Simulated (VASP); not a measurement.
# Ta (P6_3/mmc) in VASP: relaxation of cell and atoms with PBE

Aim: the relaxation of cell and atoms of Ta with PBE.

All numbers are computed with VASP 6.6.1; they aren't measurements. Logs are shortened: lines on timing, memory, paths and dates and some standing lists are left out, and cuts for length are marked.

## Step 1: The cell of the first run

The structure is hexagonal, space group P6_3/mmc (No. 194). Conventional cell: a = 2.902 Å, b = 2.902 Å, c = 5.138 Å, α = 90.00°, β = 90.00°, γ = 120.00°. Ta (site symmetry -6m2) has 12 Ta at 2.90 to 3.07 Å within 3.8 Å.

## Step 2: Relaxation of cell and atoms, PBE

Contents of INCAR:

```
SYSTEM = Ta
ALGO = Normal
EDIFF = 1E-6
EDIFFG = -0.005
ENCUT = 600
GGA = PE
IBRION = 2
ISIF = 3
ISMEAR = -1
LASPH = .TRUE.
LCHARG = .FALSE.
LREAL = .FALSE.
LWAVE = .FALSE.
NELM = 80
NSW = 45
PREC = Accurate
SIGMA = 0.05
```

Contents of KPOINTS:

```
k-points
0
G
  16 16 9
  0 0 0
```

Contents of POSCAR:

```
Ta
1.0
    2.9021676318      0.0000000000      0.0000000000
   -1.4510838159      2.5133508951      0.0000000000
    0.0000000000      0.0000000000      5.1382404446
Ta
2
Direct
    0.3333333333      0.6666666667      0.2500000000
    0.6666666667      0.3333333333      0.7500000000
```

Potentials or basis: VASP PAW PBE potentials, release 64 (Ta_pv).

Launch:

```sh
cat potpaw_PBE.64/Ta_pv/POTCAR > POTCAR
mpirun -np 1 vasp_std > vasp.out
```

OUTCAR:

```text
SYSTEM = Ta
   EDIFF = 1E-6
   EDIFFG = -0.005
   ENCUT = 600
   GGA = PE
   IBRION = 2
   ISIF = 3
   ISMEAR = -1
   LASPH = .TRUE.
   LREAL = .FALSE.
   NELM = 80
   NSW = 45
   PREC = Accurate

 ion  position               nearest neighbor table
   1  0.333  0.667  0.250-   2 3.07   2 3.07   2 3.07   2 3.07   2 3.07   2 3.07
   2  0.667  0.333  0.750-   1 3.07   1 3.07   1 3.07   1 3.07   1 3.07   1 3.07

  LATTYP: Found a hexagonal cell.
 ALAT       =     2.9021676318
 C/A-ratio  =     1.7704836855

  Lattice vectors:

 A1 = (   2.9021676318,   0.0000000000,   0.0000000000)
 A2 = (  -1.4510838159,   2.5133508951,   0.0000000000)
 A3 = (   0.0000000000,   0.0000000000,   5.1382404446)

Analysis of symmetry for initial positions (statically):
=====================================================================
 Subroutine PRICEL returns:
 Original cell was already a primitive cell.

 Routine SETGRP: Setting up the symmetry group for a
 hexagonal supercell.

 Subroutine GETGRP returns: Found 24 space group operations
 (whereof 12 operations were pure point group operations)
 out of a pool of 24 trial point group operations.

The static configuration has the point symmetry D_3d.
 The point group associated with its full space group is D_6h.

Analysis of symmetry for dynamics (positions and initial velocities):
=====================================================================
 Subroutine PRICEL returns:
 Original cell was already a primitive cell.

 Routine SETGRP: Setting up the symmetry group for a
 hexagonal supercell.

 Subroutine GETGRP returns: Found 24 space group operations
 (whereof 12 operations were pure point group operations)
 out of a pool of 24 trial point group operations.

The dynamic configuration has the point symmetry D_3d.
 The point group associated with its full space group is D_6h.

 Subroutine INISYM returns: Found 24 space group operations
 (whereof 12 operations are pure point group operations),
 and found     1 'primitive' translations

----------------------------------------------------------------------------------------

                                     Primitive cell

  volume of cell :      37.4792

  direct lattice vectors                    reciprocal lattice vectors
     2.902167632  0.000000000  0.000000000     0.344570034  0.198937602  0.000000000
    -1.451083816  2.513350895  0.000000000     0.000000000  0.397875204  0.000000000
     0.000000000  0.000000000  5.138240445     0.000000000  0.000000000  0.194619152

  length of vectors
     2.902167632  2.902167632  5.138240445     0.397875204  0.397875204  0.194619152

  position of ions in fractional coordinates (direct lattice)
     0.333333333  0.666666667  0.250000000
     0.666666667  0.333333333  0.750000000

  ion indices of the primitive-cell ions
   primitive index   ion index
                 1           1
                 2           2

----------------------------------------------------------------------------------------

 KPOINTS: k-points

Automatic generation of k-mesh.
 Grid dimensions read from file:
 generate k-points for:   16   16    9

 Generating k-lattice:

  Cartesian coordinates                     Fractional coordinates (reciprocal lattice)
     0.021535627  0.012433600  0.000000000     0.062500000 -0.000000000  0.000000000
     0.000000000  0.024867200  0.000000000     0.000000000  0.062500000  0.000000000
     0.000000000  0.000000000  0.021624350     0.000000000  0.000000000  0.111111111

  Length of vectors
     0.024867200  0.024867200  0.021624350

  Shift w.r.t. Gamma in fractional coordinates (k-lattice)
     0.000000000  0.000000000  0.000000000

 Subroutine IBZKPT returns following result:
 ===========================================

 Found    150 irreducible k-points:

 Following reciprocal coordinates:
            Coordinates               Weight
  0.000000  0.000000  0.000000      1.000000
  0.062500 -0.000000  0.000000      6.000000
  0.125000 -0.000000  0.000000      6.000000
  0.187500  0.000000  0.000000      6.000000
  0.250000 -0.000000  0.000000      6.000000
  0.312500 -0.000000  0.000000      6.000000
[... 16 lines left out ...]
  0.187500  0.187500  0.000000      6.000000
  0.250000  0.187500  0.000000     12.000000
 [... further k-points ...]
   k-points           NKPTS =    150   k-points in BZ     NKDIM =    150   number of bands    NBANDS=     15
   number of dos      NEDOS =    301   number of ions     NIONS =      2
   total plane-waves  NPLWV =  24192
   dimension x,y,z NGX =    24 NGY =   24 NGZ =   42
   dimension x,y,z NGXF=    48 NGYF=   48 NGZF=   84
   ions per type =               2
   NGX,Y,Z   is equivalent  to a cutoff of  13.75, 13.75, 13.59 a.u.
   NGXF,Y,Z  is equivalent  to a cutoff of  27.50, 27.50, 27.18 a.u.
 SYSTEM =  Ta
   PREC   = accura    normal or accurate (medium, high low for compatibility)
   ISTART =      0    job   : 0-new  1-cont  2-samecut
   ICHARG =      2    charge: 1-file 2-atom 10-const
   ISPIN  =      1    spin polarized calculation?
   LNONCOLLINEAR =      F non collinear calculations
   LSORBIT =      F    spin-orbit coupling
   LASPH  =      T    aspherical Exc in radial PAW
   ENCUT  =  600.0 eV  44.10 Ry    6.64 a.u.   5.80  5.80 10.26*2*pi/ulx,y,z
   NELM   =     80;   NELMIN=  2; NELMDL= -5     # of ELM steps
   EDIFF  = 0.1E-05   stopping-criterion for ELM
   LREAL  =      F    real-space projection
   EDIFFG = -.5E-02   stopping-criterion for IOM
   NSW    =     45    number of steps for IOM
   IBRION =      2    ionic relax: 0-MD 1-quasi-New 2-CG
   NFREE  =      1    steps in history (QN), initial steepest desc. (CG)
   ISIF   =      3    stress and relaxation
   ISYM   =      2    0-nonsym 1-usesym 2-fastsym
   POTIM  = 0.5000    time-step for ionic-motion
   TEBEG  =    0.0;   TEEND  =   0.0 temperature during run
   PSTRESS=    0.0 pullay stress
   NELECT =      22.0000    total number of electrons
   NUPDOWN=      -1.0000    fix difference up-down
   EMIN   =  10.00;   EMAX   =-10.00  energy-range for DOS
   EFERMI =   0.00;   METHOD = LEGACY
   ISMEAR =    -1;   SIGMA  =   0.05  broadening in eV -4-tet -1-fermi 0-gaus
   EFERMI_NEDOS =   21; number of points for ismear=-14 and -15
   IALGO  =     38    algorithm
   IMIX   =      4    mixing-type and parameters
     AMIX     =   0.40;   BMIX     =  1.00
     AMIX_MAG =   1.60;   BMIX_MAG =  1.00
  volume/ion in A,a.u.               =      18.74       126.46
  Fermi-wavevector in a.u.,A,eV,Ry     =   1.370731  2.590307 25.564050  1.878905
  Thomas-Fermi vector in A             =   2.496491
   LORBIT       =      0    0 simple, 1 ext, 2 COOP (PROOUT), +10 PAW based schemes
   GGA     = PE    functional components
   LHFCALC =     F    Hartree Fock is set to
   AEXX    =    0.0000 exact exchange contribution
   IVDW    =     0    specifies the selected vdW correction
   LEPSILON=     F    determine dielectric tensor
   LRPA    =     F    only Hartree local field effects (RPA)
 conjugate gradient relaxation of ions
 non-spin polarized calculation
  energy-cutoff  :      600.00
  volume of cell :       37.48
 maximum number of plane-waves:      1275
 NGX is ok and might be reduce to    24
   NGX = 11   NGY = 11   NGZ = 21

--------------------------------------- Ionic step        1  -------------------------------------------

 number of electron      22.0000003 magnetization

 Free energy of the ion-electron system (eV)
  ---------------------------------------------------
  ext. energy  EPLUGINS =         0.00000000
  ---------------------------------------------------
  free energy    TOTEN  =       -23.07652960 eV

  energy without entropy =      -23.05508454  energy(sigma->0) =      -23.06580707

------------------------ aborting loop because EDIFF is reached ----------------------------------------

  FORCE on cell =-STRESS in cart. coord.  units (eV):
  Direction    XX          YY          ZZ          XY          YZ          ZX
  --------------------------------------------------------------------------------------
  -------------------------------------------------------------------------------------
  Total        0.0177424      0.0177424      0.0220491      0.0000000     -0.0000000     -0.0000000
  in kB        0.7584583      0.7584583      0.9425637      0.0000000     -0.0000000     -0.0000000
  external PRESSURE =       0.8198268 kB  Pullay stress =       0.0000000 kB

 VOLUME and BASIS-vectors are now :
 -----------------------------------------------------------------------------
  energy-cutoff  :      600.00
  volume of cell :       37.48
      direct lattice vectors                 reciprocal lattice vectors
     2.902167632  0.000000000  0.000000000     0.344570034  0.198937602  0.000000000
    -1.451083816  2.513350895  0.000000000     0.000000000  0.397875204  0.000000000
     0.000000000  0.000000000  5.138240445     0.000000000  0.000000000  0.194619152
[... 73 lines left out ...]
 POSITION                                       TOTAL-FORCE (eV/Angst)
 -----------------------------------------------------------------------------------
     -0.00000      1.67594      1.28492        -0.000000      0.000000      0.000000
      1.45141      0.83797      3.85475         0.000000     -0.000000      0.000000
 -----------------------------------------------------------------------------------
    total drift:                               -0.000000      0.000000     -0.000000

  FREE ENERGIE OF THE ION-ELECTRON SYSTEM (eV)
  ---------------------------------------------------
  free  energy   TOTEN  =       -23.0765307266 eV

  energy  without entropy=      -23.0550760620  energy(sigma->0) =      -23.06580339

--------------------------------------- Ionic step        4  -------------------------------------------

 number of electron      22.0000003 magnetization

 Free energy of the ion-electron system (eV)
  ---------------------------------------------------
  ext. energy  EPLUGINS =         0.00000000
  ---------------------------------------------------
  free energy    TOTEN  =       -23.07653326 eV

  energy without entropy =      -23.05508341  energy(sigma->0) =      -23.06580833

 E-fermi :   5.5853     XC(G=0): -12.4024

 val. band max:        5.5803145031   @ k =   0.3750   0.0000   0.0000
 cond. band min:       5.5895874611   @ k =   0.3750   0.1875   0.0000
 fundamental gap:      0.0092729581
 Fermi energy:         5.5853493145

 k-point     1 :       0.0000    0.0000    0.0000
  band No.  band energies     occupation
      1     -28.9676      2.00000
      2     -28.1343      2.00000
      3     -28.0399      2.00000
      4     -28.0399      2.00000
      5     -27.9543      2.00000
      6     -27.9543      2.00000
      7      -2.5908      2.00000
      8       0.7027      2.00000
      9       5.0935      1.99989
     10       5.5232      1.55187
     11       6.1872      0.00001
     12       6.1872      0.00001
     13       6.7651      0.00000
     14       6.7651      0.00000
     15       8.5258      0.00000
[... 397 lines left out ...]
 k-point    24 :       0.2500    0.1875    0.0000
  band No.  band energies     occupation
      1     -28.8061      2.00000
      2     -28.7567      2.00000
      3     -28.6131      2.00000
      4     -28.3733      2.00000
      5     -28.2719      2.00000
      6     -28.2311      2.00000
      7       1.5269      2.00000
      8       2.8469      2.00000
      9       3.2805      2.00000
     10       3.9621      2.00000
     11       5.2976      1.99368
     12       5.5702      1.15024
     13       6.3792      0.00000
     14       7.9710      0.00000
     15      10.4001      0.00000

 [... further k-points ...]

------------------------ aborting loop because EDIFF is reached ----------------------------------------

  FORCE on cell =-STRESS in cart. coord.  units (eV):
  Direction    XX          YY          ZZ          XY          YZ          ZX
  --------------------------------------------------------------------------------------
  -------------------------------------------------------------------------------------
  Total       -0.0066404     -0.0066404     -0.0043621     -0.0000000     -0.0000000      0.0000000
  in kB       -0.2837460     -0.2837460     -0.1863916     -0.0000000     -0.0000000      0.0000000
  external PRESSURE =      -0.2512945 kB  Pullay stress =       0.0000000 kB

 VOLUME and BASIS-vectors are now :
 -----------------------------------------------------------------------------
  energy-cutoff  :      600.00
  volume of cell :       37.50
      direct lattice vectors                 reciprocal lattice vectors
     2.902554322  0.000000000 -0.000000000     0.344524129  0.198911099  0.000000000
    -1.451277161  2.513685778  0.000000000     0.000000000  0.397822197  0.000000000
     0.000000000 -0.000000000  5.139091257     0.000000000  0.000000000  0.194586932

 POSITION                                       TOTAL-FORCE (eV/Angst)
 -----------------------------------------------------------------------------------
     -0.00000      1.67579      1.28477        -0.000000      0.000000      0.000000
      1.45128      0.83790      3.85432         0.000000     -0.000000      0.000000
 -----------------------------------------------------------------------------------
    total drift:                               -0.000000      0.000000     -0.000000

  FREE ENERGIE OF THE ION-ELECTRON SYSTEM (eV)
  ---------------------------------------------------
  free  energy   TOTEN  =       -23.0765332591 eV

  energy  without entropy=      -23.0550834104  energy(sigma->0) =      -23.06580833

 reached required accuracy - stopping structural energy minimisation
```

Wall time 2.5 min (1 thread of Intel Xeon Platinum 8259CL at 2.50GHz (Skylake/Cascade Lake), shared host); peak memory 0.23 GiB.

Results:

* Free energy: -23.0765 eV
* Relaxed volume: 18.75 Å³/atom
* Relaxed cell: a = 2.903 Å, b = 2.903 Å, c = 5.139 Å, α = 90.00°, β = 90.00°, γ = 120.00°
* Space group after relaxing (to 0.05 Å): P6_3/mmc (No. 194)
* Energy gained by relaxing: 0.0 meV/atom
* Ionic steps: 4
* Pressure after relaxing: 0.0 GPa
* Band gap on the k mesh: zero (band 11 reaches 6.79 eV, above the bottom of band 12 at 4.96 eV)

Final structure:
```xyz
2
Lattice="2.9026 0.0000 0.0000 -1.4513 2.5137 0.0000 0.0000 0.0000 5.1391" Properties=species:S:1:pos:R:3 pbc="T T T"
Ta    0.0000    1.6758    1.2848
Ta    1.4513    0.8379    3.8543
```

Levels at points of the mesh, in eV from the Fermi level:
| k point | band 9 | band 10 | band 11 | band 12 | band 13 | band 14 |
| --- | --- | --- | --- | --- | --- | --- |
| (0.00, 0.00, 0.00) | -0.49 | -0.06 | 0.60 | 0.60 | 1.18 | 1.18 |
| (0.50, 0.00, 0.00) | -3.31 | -0.48 | -0.32 | 0.54 | 0.83 | 5.58 |

Caveat: spin-orbit coupling is left out, which moves the levels of the heavy elements.
